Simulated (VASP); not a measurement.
Here is a VASP 6.6.1 calculation.

File INCAR:

```
SYSTEM = HgTe
PREC     = Accurate       ! precision mode
ENCUT    = 520            ! plane-wave cutoff, eV
EDIFF    = 1E-7           ! SCF threshold, eV
ISMEAR   = 0              ! smearing method
SIGMA    = 0.15           ! smearing width, eV
LREAL    = .FALSE.        ! projectors in reciprocal space
LASPH    = .TRUE.         ! aspherical terms in the spheres
NELM     = 100            ! most SCF steps
ALGO     = Normal         ! electronic algorithm
ISIF     = 2              ! what is computed and relaxed
LWAVE    = .FALSE.        ! write WAVECAR
LCHARG   = .FALSE.        ! write CHGCAR
GGA      = PE             ! functional
NBANDS   = 16             ! bands
```

KPOINTS

```
regular mesh
0
G
  18 18 18
  0 0 0
```

File POSCAR:

```
HgTe
1.0
    0.0000000000      3.5098802608      2.9833982217
    3.5098802608      0.0000000000      2.9833982217
    3.5098802608      3.5098802608      0.0000000000
Hg Te
1 1
Direct
    0.0000000000      0.0000000000      0.0000000000
    0.7500000000      0.7500000000      0.7500000000
```

Potentials or basis: VASP PAW PBE potentials, release 64 (Hg, Te).

Launch:

```console
$ cat potpaw_PBE.64/Hg/POTCAR potpaw_PBE.64/Te/POTCAR > POTCAR
$ mpirun -np 1 vasp_std > vasp.out
```

Q: Estimate the band gap on the k mesh.

A: 0.05 eV, direct.

Q: Estimate the pressure.

A: -0.3 GPa.

Stress tensor (GPa, compression positive):
```
-0.87  0.00  0.00
 0.00 -0.87  0.00
 0.00  0.00  0.96
```

Caveat: spin-orbit coupling is left out, which moves the levels of the heavy elements. A k mesh can miss the band edges.
